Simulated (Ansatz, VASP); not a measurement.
Two plane-wave programs on SiGe2

```
CELL_PARAMETERS angstrom
-3.21702 3.21702 2.64265
3.21702 -3.21702 2.64265
3.21702 3.21702 -2.64265
ATOMIC_POSITIONS crystal
Si 0.25000 0.25000 0.00000
Si 0.75000 0.75000 0.00000
Ge 0.64697 0.85303 0.50000
Ge 0.85303 0.35303 0.20605
Ge 0.35303 0.14697 0.50000
Ge 0.14697 0.64697 0.79395
```

Change from the starting cell: species swapped into the VSb2 type (I4/mcm, No. 140).

Alike in both runs: functional PBE; k mesh 4 × 4 × 4; occupations gaussian, width 0.1 eV; no spin polarisation.

Ansatz relaxed the structure, and its values are those at the end. VASP's run is a single point on that final structure, the one shown.

|  | VASP | Ansatz |
| --- | --- | --- |
| version | VASP 6.6.1 | Ansatz 0.2.0 |
| potentials or method | VASP PAW PBE potentials, release 64 (Si, Ge_d), cutoff 520 eV | scalar-relativistic, plane waves, PAW |
| valence electrons in the cell | 64 | 64 |

Ansatz gave:

```
gap on the k mesh at the Fermi level (eV) : none
pressure (GPa)                            : 0.2
rms of the force components (eV/Å)        : 0.004
```

Q: Estimate VASP's values.

A: gap on the k mesh at the Fermi level (eV): none; pressure (GPa): 0.2; rms of the force components (eV/Å): 0.005.

A gap of «none» marks a metal or a gap that the smearing closes.

The k mesh is coarse, so the values compare programs but aren't converged.
